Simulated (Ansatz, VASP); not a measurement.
**MnHg, level by level in two programs**

```xyz
2
Lattice="3.3150 0.0000 0.0000 0.0000 3.3150 0.0000 0.0000 0.0000 3.3150" Properties=species:S:1:pos:R:3 pbc="T T T"
Hg    0.0000    0.0000    0.0000
Mn    1.6575    1.6575    1.6575
```

Single points on this cell with VASP 6.6.1 and Ansatz 0.2.0. Each row is one pair of runs. Alike in all rows: Ansatz's potentials, cutoff: Ansatz PAW, 420 eV.

| level | spin | k mesh | smearing | VASP's potentials, cutoff | pressure (GPa), VASP | pressure (GPa), Ansatz | net moment per atom (μB), VASP | net moment per atom (μB), Ansatz |
| --- | --- | --- | --- | --- | --- | --- | --- | --- |
| PBE | collinear, zero start | 7 × 7 × 7 | fermi-dirac, width 0.05 eV | VASP PAW PBE potentials, release 64 (Hg, Mn_pv), 520 eV | -14.4 | ? | 0.00 | ? |
| PBE | collinear, typed start | 7 × 7 × 7 | fermi-dirac, width 0.05 eV | VASP PAW PBE potentials, release 64 (Hg, Mn_pv), 520 eV | -12.1 | -12.7 | 0.50 | 0.50 |
| LDA | collinear, typed start | 8 × 8 × 8 | gaussian, width 0.02 eV | VASP PAW LDA potentials, release 64 (Hg_sv_GW, Mn_sv), 600 eV | -11.0 | -10.2 | 1.86 | 1.86 |

Q: Fill in what Ansatz gave in row 1.

A: Pressure (GPa): -15.0; net moment per atom (μB): 0.00.

VASP's potentials hold 25 valence electrons a cell and Ansatz's 35 in some rows, so a difference there can come from the potentials and not from the codes.

Neither program's run includes spin-orbit coupling.
